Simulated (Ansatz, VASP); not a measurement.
Na in VASP and in Ansatz

POSCAR

```
Na
1.0
   -2.1125000000      2.1125000000      2.1125000000
    2.1125000000     -2.1125000000      2.1125000000
    2.1125000000      2.1125000000     -2.1125000000
Na
1
Direct
    0.0000000000      0.0000000000      0.0000000000
```

File INCAR.step1:

```
PREC = Accurate ; ENCUT = 520
ISMEAR = 1 ; SIGMA = 1.0
LREAL = F ; LASPH = T
NELM = 80 ; NBANDS = 10
GGA = PE ; ALGO = Normal
EDIFF = 1E-4 ; LWAVE = T
LCHARG = F
```

File INCAR.step2:

```
PREC = Accurate ; ENCUT = 520
EDIFF = 1E-6 ; ISMEAR = 1
SIGMA = 1.0 ; LREAL = F
LASPH = T ; NELM = 80
ALGO = Normal ; ISIF = 2
LWAVE = F ; LCHARG = F
METAGGA = R2SCAN ; LMIXTAU = T
NBANDS = 10 ; ISTART = 1
```

KPOINTS

```
regular mesh
0
Gamma
  11 11 11
```

Input for Ansatz:

```yaml
crystal:
  lattice:
    - [-2.1125, 2.1125, 2.1125]
    - [2.1125, -2.1125, 2.1125]
    - [2.1125, 2.1125, -2.1125]
  atoms:
    - { symbol: Na, position: [0.0, 0.0, 0.0] }
hamiltonian:
  xc: r2scan
  pseudopotentials:
    kind: paw
    azcp:
      Na: "pseudopotentials/Na.paw.azcp"
basis:
  ecutwfc: 500
  fft_grid_basis: typed
kpoints:
  mp_grid: { grid: [11, 11, 11], shift: [0, 0, 0] }
magnetization:
  spin_polarized: false
scf:
  occupations: { method: methfessel_paxton, width: 1.0 }
  lower_state_search: "off"
output:
  stress: true
```

Alike in both runs: task single point; functional r2SCAN; k mesh 11 × 11 × 11; occupations methfessel-paxton of order 1, width 1 eV; no spin polarisation.

|  | VASP | Ansatz |
| --- | --- | --- |
| version | VASP 6.6.1 | Ansatz 0.2.0 |
| potentials or method | VASP PAW PBE potentials, release 64 (Na_pv), cutoff 520 eV | plane waves (500 eV) with PAW, scalar-relativistic |
| valence electrons in the cell | 7 | 9 |

```tsv
	VASP	Ansatz	Ansatz less VASP
pressure (GPa)	0.1	0.0	-0.09
```

VASP's potentials were made for PBE, not for r2SCAN. The functional is the same, so the differences come from potentials, cutoffs and numerics. VASP's potentials hold 7 valence electrons a cell and Ansatz's 9, so a difference there can come from the potentials and not from the codes.
